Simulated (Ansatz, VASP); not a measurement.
**Bi in VASP and in Ansatz**

The input INCAR:

```
SYSTEM = Bi
  ALGO = Fast
  EDIFF = 1E-7
  ENCUT = 520
  GGA = PE
  ISIF = 2
  ISMEAR = -1
  LASPH = .TRUE.
  LCHARG = .FALSE.
  LREAL = .FALSE.
  LWAVE = .FALSE.
  NBANDS = 38
  NELM = 100
  PREC = Accurate
  SIGMA = 0.035
```

File KPOINTS:

```
k-points
0
G
  4 4 2
  0 0 0
```

File POSCAR:

```
Bi
1.0
    4.6584121839      0.0000000000      0.0000000000
    0.0000000000      4.5263885800      0.0000000000
   -0.3459734563      0.0000000000      6.5119480672
Bi
4
Direct
    0.7501123100      0.7500000000      0.7511196700
    0.2498876900      0.2500000000      0.2488803300
    0.7486250800      0.7500000000      0.2512666200
    0.2513749200      0.2500000000      0.7487333800
```

Input for Ansatz:

```yaml
crystal:
  lattice:
    - [4.6584121839, 0.0, 0.0]
    - [0.0, 4.52638858, 0.0]
    - [-0.3459734563, 0.0, 6.5119480672]
  atoms:
    - { symbol: Bi, position: [0.75011231, 0.75, 0.75111967] }
    - { symbol: Bi, position: [0.24988769, 0.25, 0.24888033] }
    - { symbol: Bi, position: [0.74862508, 0.75, 0.25126662] }
    - { symbol: Bi, position: [0.25137492, 0.25, 0.74873338] }
basis:
  ecutwfc: 420
kpoints:
  mp_grid: { grid: [4, 4, 2] }
hamiltonian:
  xc: pbe
scf:
  occupations: { method: fermi_dirac, width: 0.035 }
output:
  forces: true
  stress: true
  eigenvalues: true
```

Alike in both runs: task single point; functional PBE; k mesh 4 × 4 × 2; occupations fermi-dirac, width 0.035 eV; no spin polarisation.

```csv
,VASP,Ansatz
version,VASP 6.6.1,Ansatz 0.2.0
potentials or method,"VASP PAW PBE potentials, release 64 (Bi_d), cutoff 520 eV","scalar-relativistic, plane waves, PAW"
valence electrons in the cell,60,60
```

```csv
,VASP,Ansatz,Ansatz less VASP
gap on the k mesh at the Fermi level (eV),none,none,-
pressure (GPa),1.4,1.5,+0.06
"traceless stress, the component that is largest in VASP (GPa)",4.58,4.57,-0.012
rms of the force components (eV/Å),0.022,0.022,+0.0001
```

Atom by atom the forces differ by 0.000 eV/Å (rms over components). A gap of «none» marks a metal or a gap that the smearing closes.

The k mesh is coarse, so the values compare programs but aren't converged. Spin-orbit coupling is off throughout.
